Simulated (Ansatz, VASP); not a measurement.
**One calculation of SnO, two programs**

```
Sn O
1.0
     3.80200    0.00000    0.00000
     0.00000    3.80200    0.00000
     0.00000    0.00000    4.83600
Sn O
2 2
Direct
  0.00000 0.50000 0.23850
  0.50000 0.00000 0.76150
  0.00000 0.00000 0.00000
  0.50000 0.50000 0.00000
```

Alike in both runs: task single point; functional PBE; k mesh 4 × 4 × 4; occupations gaussian, width 0.1 eV; no spin polarisation.

|  | VASP | Ansatz |
| --- | --- | --- |
| version | VASP 6.6.1 | Ansatz 0.2.0 |
| potentials or method | VASP PAW PBE potentials, release 64 (Sn_d, O), cutoff 520 eV | scalar-relativistic, plane waves, PAW |
| valence electrons in the cell | 40 | 40 |

Ansatz gave:

```
gap on the k mesh at the Fermi level (eV)                     : none
pressure (GPa)                                                : 4.1
traceless stress, the component that is largest in VASP (GPa) : -0.67
rms of the force components (eV/Å)                            : 0.166
```

Task: Estimate VASP's values.

Result: gap on the k mesh at the Fermi level (eV): none; pressure (GPa): 4.4; traceless stress, the component that is largest in VASP (GPa): -0.66; rms of the force components (eV/Å): 0.200.

Atom by atom the forces differ by 0.034 eV/Å (rms over components). A gap of «none» marks a metal or a gap that the smearing closes.

The k mesh is coarse, so the values compare programs but aren't converged.
